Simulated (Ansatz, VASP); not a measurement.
MoSe in VASP and in Ansatz

```xyz
2
Lattice="0.0000 2.5749 2.5749 2.5749 0.0000 2.5749 2.5749 2.5749 0.0000" Properties=species:S:1:pos:R:3 pbc="T T T"
Mo    0.0000    0.0000    0.0000
Se    2.5749    2.5749    2.5749
```

Alike in both runs: task single point; functional PBEsol; k mesh 14 × 14 × 14; occupations gaussian, width 0.1 eV; no spin polarisation.

|  | VASP | Ansatz |
| --- | --- | --- |
| version | VASP 6.6.1 | Ansatz 0.2.0 |
| potentials or method | VASP PAW PBE potentials, release 64 (Mo_sv, Se), cutoff 520 eV | scalar-relativistic, plane waves, PAW |
| valence electrons in the cell | 20 | 30 |

Ansatz gave:

| Quantity | Value |
| --- | --- |
| gap on the k mesh at the Fermi level (eV) | none |
| pressure (GPa) | 0.0 |

Problem. What did VASP give for the same quantities?

Solution. gap on the k mesh at the Fermi level (eV): none; pressure (GPa): 0.4.

VASP's potentials were made for PBE, not for PBEsol. A gap of «none» marks a metal or a gap that the smearing closes. VASP's potentials hold 20 valence electrons a cell and Ansatz's 30, so a difference there can come from the potentials and not from the codes.
